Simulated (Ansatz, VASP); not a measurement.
# One calculation of BaTiO3, two programs

File INCAR:

```
ALGO     = Normal         # electronic algorithm
EDIFF    = 1E-6           # SCF threshold, eV
ENCUT    = 520            # plane-wave cutoff, eV
GGA      = PS             # functional
ISIF     = 2              # what is computed and relaxed
ISMEAR   = -1             # smearing method
LASPH    = True           # aspherical terms in the spheres
LCHARG   = False          # write CHGCAR
LREAL    = False          # projectors in reciprocal space
LWAVE    = False          # write WAVECAR
NBANDS   = 28             # bands
NELM     = 100            # most SCF steps
PREC     = Accurate       # precision mode
SIGMA    = 0.05           # smearing width, eV
```

File KPOINTS:

```
k-points
0
Gamma
  8 8 8
```

The input POSCAR:

```
BaTiO3
1.0
    3.9044180000      0.0000000000      0.0000000000
    0.0000000000      2.7803090000      2.8458000000
    0.0000000000     -2.7803090000      2.8458000000
Ba Ti O
1 1 3
Direct
    0.0000000000      0.0000000000      0.0000000000
    0.5000000000      0.5079000000      0.5079000000
    0.0000000000      0.4921000000      0.4921000000
    0.5000000000      0.5025100000      0.9937100000
    0.5000000000      0.9937100000      0.5025100000
```

Input for Ansatz:

```yaml
crystal:
  lattice:
    - [3.904418, 0.0, 0.0]
    - [0.0, 2.780309, 2.8458]
    - [0.0, -2.780309, 2.8458]
  atoms:
    - { symbol: Ba, position: [0.0, 0.0, 0.0] }
    - { symbol: Ti, position: [0.5, 0.5079, 0.5079] }
    - { symbol: O, position: [0.0, 0.4921, 0.4921] }
    - { symbol: O, position: [0.5, 0.50251, 0.99371] }
    - { symbol: O, position: [0.5, 0.99371, 0.50251] }
kpoints:
  mp_grid: { grid: [8, 8, 8] }
  band_path:
    path:
      - [0.0, 0.0, 0.0]
      - [0.0, 0.5, 0.5]
      - [0.0, 0.5113742042, 0.4886257958]
      - [0.0, 0.4886257958, -0.4886257958]
      - [0.0, 0.0, 0.0]
      - [0.5, 0.0, 0.0]
      - [0.5, 0.4886257958, -0.4886257958]
      - [0.5, 0.5113742042, 0.4886257958]
      - [0.5, 0.5, 0.5]
    npoints: 5
scf:
  occupations: { method: fermi_dirac, width: 0.05 }
hamiltonian:
  xc: pbesol
  pseudopotentials: { kind: all_electron, lapw: { basis_error: 0.001 } }
output:
  forces: true
  stress: true
  eigenvalues: true
```

Change from the starting cell: equal xx and yy strain of -2 %.

Alike in both runs: task single point; functional PBEsol; k mesh 8 × 8 × 8; occupations fermi-dirac, width 0.05 eV; no spin polarisation.

```csv
,VASP,Ansatz
version,VASP 6.6.1,Ansatz 0.2.0
potentials or method,"VASP PAW PBE potentials, release 64 (Ba_sv, Ti_sv, O), cutoff 520 eV","all-electron LAPW, scalar-relativistic"
```

VASP gave:

```
pressure (GPa)                                                : 4.9
traceless stress, the component that is largest in VASP (GPa) : -4.20
rms of the force components (eV/Å)                            : 0.071
```

Task: What did Ansatz give for the same quantities?

Result: Pressure (GPa): 2.8; traceless stress, the component that is largest in VASP (GPa): -4.08; rms of the force components (eV/Å): 0.073.

VASP's potentials were made for PBE, not for PBEsol. Atom by atom the forces differ by 0.009 eV/Å (rms over components). Ansatz ran all-electron here, and VASP with PAW potentials.

Spin-orbit coupling is off throughout.
